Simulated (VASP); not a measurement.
Write the native input for VASP 6.6.1 that does the following.

```yaml
Task: single point
Functional: PBE
Potentials_or_basis: VASP PAW PBE potentials, release 64 (Fe, Ni)
Cutoff: 600 eV
k_mesh: 7 × 7 × 7
Occupations: fermi-dirac, width 0.05 eV
Spin: collinear spin, ferrimagnetic start
Starting_moments: "[4.5, -2.0, 2.0, -2.0] μB"
Dipole_correction: no
Further_INCAR_settings: ALGO = Normal; EDIFF = 1e-06; NBANDS = 31
```

The structure of FeNi3 (Awaruite) lies in POSCAR:

```
FeNi3
1.0
    3.5450000000      0.0000000000      0.0000000000
    0.0000000000      3.5450000000      0.0000000000
    0.0000000000      0.0000000000      3.5450000000
Fe Ni
1 3
Direct
    0.0000000000      0.0000000000      0.0000000000
    0.0000000000      0.5000000000      0.5000000000
    0.5000000000      0.0000000000      0.5000000000
    0.5000000000      0.5000000000      0.0000000000
```

These files were run (other wordings do the same):

INCAR

```
SYSTEM = FeNi3
PREC = Accurate
ENCUT = 600
EDIFF = 1E-6
ISMEAR = -1
SIGMA = 0.05
LREAL = .False.
LASPH = .True.
NELM = 200
ALGO = Normal
ISIF = 2
LWAVE = .False.
LCHARG = .True.
ISPIN = 2
MAGMOM = 4.5 -2 2 -2
LORBIT = 11
LMAXMIX = 4
GGA = PE
LELF = .True.
LVHAR = .True.
NBANDS = 31
GGA_COMPAT = .False.
```

KPOINTS

```
regular mesh
0
Gamma
  7 7 7
  0 0 0
```

Potentials or basis: VASP PAW PBE potentials, release 64 (Fe, Ni).

Command:

```sh
$ cat potpaw_PBE.64/Fe/POTCAR potpaw_PBE.64/Ni/POTCAR > POTCAR
$ mpirun -np 1 vasp_std > vasp.out
```

It gave:

The pressure is 0.1 GPa. The net moment is 4.90 μB per cell. The site moments are Fe +2.92; Ni +0.67 μB. The valence electrons inside the program's atomic spheres are Fe 7.09; Ni 9.34.

Run time: 3.3 min on 1 thread of AMD EPYC 7R43 64-Core Processor (Zen 3), with other jobs on the host, peak memory 0.2 GiB.
